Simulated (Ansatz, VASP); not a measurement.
# One calculation of Co, two programs

INCAR

```
ALGO     = Normal         # electronic algorithm
EDIFF    = 1E-6           # SCF threshold, eV
ENCUT    = 520            # plane-wave cutoff, eV
GGA      = RP             # functional
ISIF     = 2              # what is computed and relaxed
ISMEAR   = -1             # smearing method
ISPIN    = 2              # spin polarisation
LASPH    = T              # aspherical terms in the spheres
LCHARG   = F              # write CHGCAR
LMAXMIX  = 4              # l up to which the mixer works
LORBIT   = 11             # projections on sites
LREAL    = F              # projectors in reciprocal space
LWAVE    = F              # write WAVECAR
MAGMOM   = 1.931          # initial moments
NBANDS   = 14             # bands
NELM     = 150            # most SCF steps
PREC     = Accurate       # precision mode
SIGMA    = 0.05           # smearing width, eV
```

Contents of KPOINTS:

```
k-points
0
Gamma
  22 22 22
```

Contents of POSCAR:

```
Co
1.0
    2.3654961991      0.0000000000      0.0000000000
    0.0000000000      2.3654961991      0.0000000000
    0.0000000000      0.0000000000      2.3654961991
Co
1
Direct
    0.0000000000      0.0000000000      0.0000000000
```

Input for Ansatz:

```yaml
crystal:
  lattice:
    - [2.3654961991, 0.0, 0.0]
    - [0.0, 2.3654961991, 0.0]
    - [0.0, 0.0, 2.3654961991]
  atoms:
    - { symbol: Co, position: [0.0, 0.0, 0.0], spin: 1.931 }
hamiltonian:
  xc: rpbe
  pseudopotentials:
    kind: paw
    azcp:
      Co: "pseudopotentials/Co.paw.azcp"
basis:
  ecutwfc: 420
  fft_grid_basis: typed
kpoints:
  mp_grid: { grid: [22, 22, 22], shift: [0, 0, 0] }
magnetization:
  spin_polarized: true
scf:
  occupations: { method: fermi_dirac, width: 0.05 }
```

Alike in both runs: task single point; functional RPBE; k mesh 22 × 22 × 22; occupations fermi-dirac, width 0.05 eV; collinear spin.

|  | VASP | Ansatz |
| --- | --- | --- |
| version | VASP 6.6.1 | Ansatz 0.2.0 |
| potentials or method | VASP PAW PBE potentials, release 64 (Co), cutoff 520 eV | plane waves (420 eV) with PAW, scalar-relativistic |
| valence electrons in the cell | 9 | 17 |

|  | VASP | Ansatz | Ansatz less VASP |
| --- | --- | --- | --- |
| net moment per atom (μB) | 1.90 | 1.91 | +0.018 |
| size of the moment on the site where the two differ most (μB) | 1.91 | 1.94 | +0.033 |

VASP's potentials were made for PBE, not for RPBE. Site moments also hang on the region over which each program counts them. VASP's potentials hold 9 valence electrons a cell and Ansatz's 17, so a difference there can come from the potentials and not from the codes.
